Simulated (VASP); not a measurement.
Wanted: the native input for a VASP 6.6.1 run.

| Item | Value |
| --- | --- |
| Task | single point |
| Functional | LDA |
| Potentials or basis | VASP PAW LDA potentials, release 64 (H, Pb_d, N, O) |
| Cutoff | 520 eV |
| k mesh | 6 × 4 × 4 |
| Occupations | fermi-dirac, width 0.05 eV |
| Spin | no spin polarisation |
| Dipole correction | no |
| Further INCAR settings | ALGO = Normal; EDIFF = 1e-06; NBANDS = 31 |

The structure of HPbNO4 lies in POSCAR:

```
HPbNO4
1.0
    4.2753100000     -0.0004000000      0.0063600000
   -2.0839900000      5.2077500000     -0.0490700000
   -2.1237700000     -1.8657400000      4.9149100000
H Pb N O
1 1 1 4
Direct
    0.9907300000      0.0333000000      0.9099400000
    0.5027400000      0.8198900000      0.1428700000
    0.0083800000      0.4740800000      0.5026500000
    0.9981600000      0.9274100000      0.0287700000
    0.1946700000      0.7343500000      0.6085200000
    0.8167300000      0.3588200000      0.2455600000
    0.0138100000      0.3312100000      0.6521700000
```

The input as run:

INCAR

```
SYSTEM = HPbNO4
  PREC = Accurate
  ENCUT = 520
  EDIFF = 1E-6
  ISMEAR = -1
  SIGMA = 0.05
  LREAL = .FALSE.
  LASPH = .TRUE.
  NELM = 100
  ALGO = Normal
  ISIF = 2
  LWAVE = .FALSE.
  LCHARG = .FALSE.
  NBANDS = 31
```

KPOINTS

```
regular mesh
0
G
  6 4 4
  0 0 0
```

Potentials or basis: VASP PAW LDA potentials, release 64 (H, Pb_d, N, O).

The run is started by

```bash
$ cat potpaw_LDA.64/H/POTCAR potpaw_LDA.64/Pb_d/POTCAR potpaw_LDA.64/N/POTCAR potpaw_LDA.64/O/POTCAR > POTCAR
$ mpirun -np 1 vasp_std > vasp.out
```

Results of the run:

```json
{
 "Pressure": "-4.4 GPa",
 "Largest force": "0.634 eV/Å",
 "Band gap on the k mesh": "2.77 eV (least direct gap 3.10 eV)"
}
```

Caveat: the cell stands under tension; spin-orbit coupling is left out, which moves the levels of the heavy elements.

Wall time 5 min on 1 thread of AMD EPYC 7R43 64-Core Processor (Zen 3) (shared host), peak memory 0.25 GiB.
